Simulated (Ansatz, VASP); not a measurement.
# Ir3O: VASP beside Ansatz

```
Ir O
1.0
    -2.47645    2.47645    2.47645
     2.47645   -2.47645    2.47645
     2.47645    2.47645   -2.47645
Ir O
3 1
Direct
  0.00000 0.50000 0.50000
  0.50000 0.00000 0.50000
  0.50000 0.50000 0.00000
  0.00000 0.00000 0.00000
```

Alike in both runs: functional PBE; k mesh 6 × 6 × 6; occupations gaussian, width 0.1 eV; collinear spin.

Ansatz relaxed the structure, and its values are those at the end. VASP's run is a single point on that final structure, the one shown.

```csv
,VASP,Ansatz
version,VASP 6.6.1,Ansatz 0.2.0
potentials or method,"VASP PAW PBE potentials, release 64 (Ir, O), cutoff 520 eV","scalar-relativistic, plane waves, PAW"
valence electrons in the cell,33,57
```

```csv
,VASP,Ansatz,Ansatz less VASP
gap on the k mesh at the Fermi level (eV),none,none,-
pressure (GPa),0.0,-0.1,-0.10
net moment per atom (μB),0.00,0.00,0.000
```

A gap of «none» marks a metal or a gap that the smearing closes. VASP's potentials hold 33 valence electrons a cell and Ansatz's 57, so a difference there can come from the potentials and not from the codes. Ansatz's warnings: seeded moment not kept.

Neither program's run includes spin-orbit coupling.
